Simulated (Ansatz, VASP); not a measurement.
## One calculation of TaN, two programs

```
CELL_PARAMETERS angstrom
5.19600 -0.02598 -0.02598
-2.62050 4.51286 -0.00951
-0.01456 -0.01456 2.91100
ATOMIC_POSITIONS crystal
Ta 0.33333 0.66667 0.50000
Ta 0.66667 0.33333 0.50000
Ta 0.00000 0.00000 0.00000
N 0.39285 0.00000 0.00000
N 0.60715 0.60715 0.00000
N 0.00000 0.39285 0.00000
```

Change from the starting cell: equal xy, yz and zx shear strains of -1 %, PAW files.

Alike in both runs: task electric field gradients; functional PBEsol; k mesh 6 × 6 × 9; occupations fermi-dirac, width 0.01 eV; no spin polarisation.

|  | VASP | Ansatz |
| --- | --- | --- |
| version | VASP 6.6.1 | Ansatz 0.2.0 |
| potentials or method | VASP PAW PBE potentials, release 64 (Ta_pv, N) | PAW with Ansatz's default frozen-core files, scalar-relativistic |
| plane-wave cutoff (eV) | 520 | 420 |
| valence electrons in the cell | 48 | 54 |

```tsv
	VASP	Ansatz	Ansatz less VASP
pressure (GPa)	-2.9	-3.7	-0.83
traceless stress, the component that is largest in VASP (GPa)	1.97	1.96	-0.011
rms of the force components (eV/Å)	0.057	0.054	-0.0024
size of Vzz on the site where it differs most (V/Å²)	179.0	138.9	-40.06
```

VASP's potentials were made for PBE, not for PBEsol. Atom by atom the forces differ by 0.004 eV/Å (rms over components). With one functional, cell and mesh, what is left measures potentials, basis and numerics. VASP's potentials hold 48 valence electrons a cell and Ansatz's 54, so a difference there can come from the potentials and not from the codes.

Neither program's run includes spin-orbit coupling.
